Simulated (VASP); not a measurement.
# GaCo (Pm-3m) in VASP: further runs

Runs on GaCo. Level: PBE. Tasks: single point.

Everything below comes from runs of VASP 6.6.1. Logs are shortened: lines on timing, memory, paths and dates and some standing lists are left out, and cuts for length are marked.

### Step 1. The cell of the first run

The structure is cubic, space group Pm-3m (No. 221). The conventional cell has a = 2.916 Å, b = 2.916 Å, c = 2.916 Å, α = 90.00°, β = 90.00°, γ = 90.00°. Within 3.3 Å of Ga (site symmetry m-3m) lie 8 Co at 2.53 Å and 6 Ga at 2.92 Å. Co (site symmetry m-3m) has 8 Ga at 2.53 Å and 6 Co at 2.92 Å within 3.3 Å.

### Step 2. Single point, PBE, collinear spin, ferromagnetic start

Input file INCAR:

```
PREC     = Accurate       # precision mode
ENCUT    = 520            # plane-wave cutoff, eV
EDIFF    = 1E-7           # SCF threshold, eV
ISMEAR   = -1             # smearing method
SIGMA    = 0.05           # smearing width, eV
LREAL    = F              # projectors in reciprocal space
LASPH    = T              # aspherical terms in the spheres
NELM     = 150            # most SCF steps
ALGO     = Normal         # electronic algorithm
ISIF     = 2              # what is computed and relaxed
LWAVE    = F              # write WAVECAR
LCHARG   = F              # write CHGCAR
ISPIN    = 2              # spin polarisation
MAGMOM   = 0 1.8          # initial moments
LORBIT   = 11             # projections on sites
LMAXMIX  = 4              # l up to which the mixer works
GGA      = PE             # functional
NBANDS   = 22             # bands
```

Input file KPOINTS:

```
regular mesh
0
Gamma
  8 8 8
```

Input file POSCAR:

```
GaCo
1.0
    2.9158727642      0.0000000000      0.0000000000
    0.0000000000      2.9158727642      0.0000000000
    0.0000000000      0.0000000000      2.9158727642
Ga Co
1 1
Direct
    0.5000000000      0.5000000000      0.5000000000
    0.0000000000      0.0000000000      0.0000000000
```

Potentials or basis: VASP PAW PBE potentials, release 64 (Ga_d, Co).

Started as:

```bash
$ cat potpaw_PBE.64/Ga_d/POTCAR potpaw_PBE.64/Co/POTCAR > POTCAR
$ mpirun -np 1 vasp_std > vasp.out
```

OUTCAR:

```text
PREC = Accurate
   ENCUT = 520
   EDIFF = 1E-7
   ISMEAR = -1
   LREAL = F
   LASPH = T
   NELM = 150
   ISIF = 2
   ISPIN = 2
   LORBIT = 11
   GGA = PE

 ion  position               nearest neighbor table
   1  0.500  0.500  0.500-   2 2.53   2 2.53   2 2.53   2 2.53   2 2.53   2 2.53   2 2.53   2 2.53

   2  0.000  0.000  0.000-   1 2.53   1 2.53   1 2.53   1 2.53   1 2.53   1 2.53   1 2.53   1 2.53

  LATTYP: Found a simple cubic cell.
 ALAT       =     2.9158727642

  Lattice vectors:

 A1 = (   2.9158727642,   0.0000000000,   0.0000000000)
 A2 = (   0.0000000000,   2.9158727642,   0.0000000000)
 A3 = (   0.0000000000,   0.0000000000,   2.9158727642)

Analysis of symmetry for initial positions (statically):
=====================================================================
 Subroutine PRICEL returns:
 Original cell was already a primitive cell.

 Routine SETGRP: Setting up the symmetry group for a
 simple cubic supercell.

 Subroutine GETGRP returns: Found 48 space group operations
 (whereof 48 operations were pure point group operations)
 out of a pool of 48 trial point group operations.

The static configuration has the point symmetry O_h .

Analysis of symmetry for dynamics (positions and initial velocities):
=====================================================================
 Subroutine PRICEL returns:
 Original cell was already a primitive cell.

 Routine SETGRP: Setting up the symmetry group for a
 simple cubic supercell.

 Subroutine GETGRP returns: Found 48 space group operations
 (whereof 48 operations were pure point group operations)
 out of a pool of 48 trial point group operations.

The dynamic configuration has the point symmetry O_h .

Analysis of structural, dynamic, and magnetic symmetry:
=====================================================================
 Subroutine PRICEL returns:
 Original cell was already a primitive cell.

 Routine SETGRP: Setting up the symmetry group for a
 simple cubic supercell.

 Subroutine GETGRP returns: Found 48 space group operations
 (whereof 48 operations were pure point group operations)
 out of a pool of 48 trial point group operations.

The overall configuration has the point symmetry O_h .

 Subroutine INISYM returns: Found 48 space group operations
 (whereof 48 operations are pure point group operations),
 and found     1 'primitive' translations

----------------------------------------------------------------------------------------

                                     Primitive cell

[... 106 lines left out ...]
   EFERMI_NEDOS =   21; number of points for ismear=-14 and -15
   IALGO  =     38    algorithm
   IMIX   =      4    mixing-type and parameters
     AMIX     =   0.40;   BMIX     =  1.00
     AMIX_MAG =   1.60;   BMIX_MAG =  1.00
  volume/ion in A,a.u.               =      12.40        83.65
  Fermi-wavevector in a.u.,A,eV,Ry     =   1.573188  2.972893 33.673316  2.474919
  Thomas-Fermi vector in A             =   2.674509
   LORBIT       =     11    0 simple, 1 ext, 2 COOP (PROOUT), +10 PAW based schemes
   GGA     = PE    functional components
   LHFCALC =     F    Hartree Fock is set to
   AEXX    =    0.0000 exact exchange contribution
   IVDW    =     0    specifies the selected vdW correction
   LEPSILON=     F    determine dielectric tensor
   LRPA    =     F    only Hartree local field effects (RPA)
 spin polarized calculation
  energy-cutoff  :      520.00
  volume of cell :       24.79
 maximum number of plane-waves:       691
 NGX is ok and might be reduce to    24
   NGX = 11   NGY = 11   NGZ = 11

 number of electron      22.0000008 magnetization       0.2358344

 Free energy of the ion-electron system (eV)
  ---------------------------------------------------
  ext. energy  EPLUGINS =         0.00000000
  ---------------------------------------------------
  free energy    TOTEN  =       -10.47029903 eV

  energy without entropy =      -10.46105499  energy(sigma->0) =      -10.46567701

 E-fermi :   9.2289     XC(G=0): -12.9641

 val. band max:        9.1838206313   @ k =   0.3750   0.3750   0.3750
 cond. band min:       9.2293462161   @ k =   0.3750   0.3750   0.0000
 fundamental gap:      0.0455255848
 Fermi energy:         9.2289439634

 spin component 1

 k-point     1 :       0.0000    0.0000    0.0000
  band No.  band energies     occupation
      1      -5.8397      1.00000
      2      -5.8397      1.00000
      3      -5.5297      1.00000
      4      -5.5297      1.00000
      5      -5.5297      1.00000
      6      -2.4762      1.00000
[... 589 lines left out ...]
     21      32.1714      0.00000
     22      35.9332      0.00000

 [... further k-points ...]

 spin component 2

 k-point     1 :       0.0000    0.0000    0.0000
  band No.  band energies     occupation
      1      -5.8446      1.00000
      2      -5.8446      1.00000
      3      -5.5343      1.00000
      4      -5.5343      1.00000
      5      -5.5343      1.00000
      6      -2.4997      1.00000
[... 589 lines left out ...]
     21      32.1474      0.00000
     22      35.9028      0.00000

 [... further k-points ...]
[... 5 lines left out ...]
  --------------------------------------------------------------------------------------
  -------------------------------------------------------------------------------------
  Total       -0.8047746     -0.8047746     -0.8047746      0.0000000      0.0000000     -0.0000000
  in kB      -52.0090757    -52.0090757    -52.0090757      0.0000000      0.0000000     -0.0000000
  external PRESSURE =     -52.0090757 kB  Pullay stress =       0.0000000 kB

 VOLUME and BASIS-vectors are now :
 -----------------------------------------------------------------------------
  energy-cutoff  :      520.00
  volume of cell :       24.79
      direct lattice vectors                 reciprocal lattice vectors
     2.915872764  0.000000000  0.000000000     0.342950492  0.000000000  0.000000000
     0.000000000  2.915872764  0.000000000     0.000000000  0.342950492  0.000000000
     0.000000000  0.000000000  2.915872764     0.000000000  0.000000000  0.342950492

 POSITION                                       TOTAL-FORCE (eV/Angst)
 -----------------------------------------------------------------------------------
      1.45794      1.45794      1.45794         0.000000      0.000000      0.000000
      0.00000      0.00000      0.00000         0.000000      0.000000      0.000000
 -----------------------------------------------------------------------------------
    total drift:                                0.000000      0.000000     -0.000000

  FREE ENERGIE OF THE ION-ELECTRON SYSTEM (eV)
  ---------------------------------------------------
  free  energy   TOTEN  =       -10.4702990281 eV

  energy  without entropy=      -10.4610549941  energy(sigma->0) =      -10.46567701

 total charge

# of ion       s       p       d       tot
------------------------------------------
    1        0.843   0.849  10.037  11.729
    2        0.378   0.420   7.485   8.283
--------------------------------------------------
tot          1.220   1.269  17.523  20.012

 magnetization (x)

# of ion       s       p       d       tot
------------------------------------------
    1       -0.003  -0.009  -0.005  -0.017
    2        0.002  -0.006   0.274   0.270
--------------------------------------------------
tot         -0.001  -0.015   0.269   0.253
```

OSZICAR:

```text
N       E                     dE             d eps       ncg     rms          rms(c)
DAV:   1     0.119858906784E+03    0.11986E+03   -0.93539E+03  3438   0.174E+03
DAV:   2    -0.986228684416E+00   -0.12085E+03   -0.11358E+03  3164   0.323E+02
DAV:   3    -0.110562549697E+02   -0.10070E+02   -0.99048E+01  3500   0.788E+01
DAV:   4    -0.112302998775E+02   -0.17404E+00   -0.17390E+00  3602   0.106E+01
DAV:   5    -0.112366896263E+02   -0.63897E-02   -0.63891E-02  4220   0.184E+00    0.980E+00
DAV:   6    -0.125646552001E+02   -0.13280E+01   -0.16575E+01  3650   0.436E+01    0.126E+01
DAV:   7    -0.104759462220E+02    0.20887E+01   -0.69358E+00  3626   0.318E+01    0.225E+00
DAV:   8    -0.104753191593E+02    0.62706E-03   -0.12452E-01  4380   0.326E+00    0.102E+00
DAV:   9    -0.104716376397E+02    0.36815E-02   -0.10278E-02  4108   0.873E-01    0.451E-01
DAV:  10    -0.104702449277E+02    0.13927E-02   -0.11719E-03  4678   0.342E-01    0.133E-01
DAV:  11    -0.104702269725E+02    0.17955E-04   -0.27973E-04  4256   0.136E-01    0.700E-02
DAV:  12    -0.104702874968E+02   -0.60524E-04   -0.13463E-04  4456   0.912E-02    0.258E-02
DAV:  13    -0.104702984376E+02   -0.10941E-04   -0.57365E-05  4784   0.515E-02    0.825E-03
DAV:  14    -0.104702989323E+02   -0.49467E-06   -0.15564E-06  4476   0.927E-03    0.343E-03
DAV:  15    -0.104702990281E+02   -0.95794E-07   -0.90405E-08  2416   0.245E-03
   1 F= -.10470299E+02 E0= -.10465677E+02  d E =-.924403E-02  mag=     0.2359
```

stdout:

```text
POSCAR found type information on POSCAR GaCo
 POSCAR found :  2 types and       2 ions
 scaLAPACK will be used
 LDA part: xc-table for (Slater+PW92), standard interpolation
 POSCAR, INCAR and KPOINTS ok, starting setup
 FFT: planning ... GRIDC
 FFT: planning ... GRID_SOFT
 FFT: planning ... GRID
 WAVECAR not read
 entering main loop
```

It took 61 s on 1 thread of Intel Xeon 8259CL, shared host; peak memory 0.17 GiB.

Results:

* Free energy: -10.4703 eV
* Pressure: -5.2 GPa
* Net moment: 0.24 μB per cell
* Site moments: Ga -0.02; Co +0.27 μB
* Valence electrons inside the program's atomic spheres: Ga 11.73; Co 8.28

Caveat: the cell stands under tension.

(Continued in part 2 of 2.)
